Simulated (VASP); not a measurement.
Input of a VASP 6.6.1 run:

INCAR

```
  PREC = Accurate
  ENCUT = 520
  EDIFF = 1E-7
  ISMEAR = 0
  SIGMA = 0.15
  LREAL = F
  LASPH = T
  NELM = 100
  ALGO = Fast
  ISIF = 2
  LWAVE = F
  LCHARG = T
  GGA = PS
  LELF = T
  LVHAR = T
  NBANDS = 16
```

KPOINTS

```
regular mesh
0
Gamma
  12 12 16
```

POSCAR

```
Al2Cu
1.0
    4.0841721988      0.0000000000     -0.0408417220
    0.0000000000      4.0841721988      0.0000000000
   -0.0284639475      0.0000000000      2.8463947459
Al Cu
2 1
Direct
    0.5000000000      0.0000000000      0.5000000000
    0.0000000000      0.5000000000      0.5000000000
    0.0000000000      0.0000000000      0.0000000000
```

Potentials or basis: VASP PAW PBE potentials, release 64 (Al, Cu).

The run is started by

```console
$ cat potpaw_PBE.64/Al/POTCAR potpaw_PBE.64/Cu/POTCAR > POTCAR
$ mpirun -np 1 vasp_std > vasp.out
```

**Question.** Estimate the band gap on the k mesh.

**Answer.** Zero (an odd number of electrons rules out a gap without spin polarisation).

**Question.** What does it give for the pressure?

**Answer.** 0.2 GPa.

Stress tensor (GPa, compression positive):
```
 0.45  0.00  1.22
 0.00  0.40  0.00
 1.22  0.00 -0.31
```

Caveat: the cell differs from its parent crystal (strain -0.0200 x Voigt [0, 0, 0, 0, 1, 0]); the PAW data sets were made with another functional, which shifts forces and pressure a little.
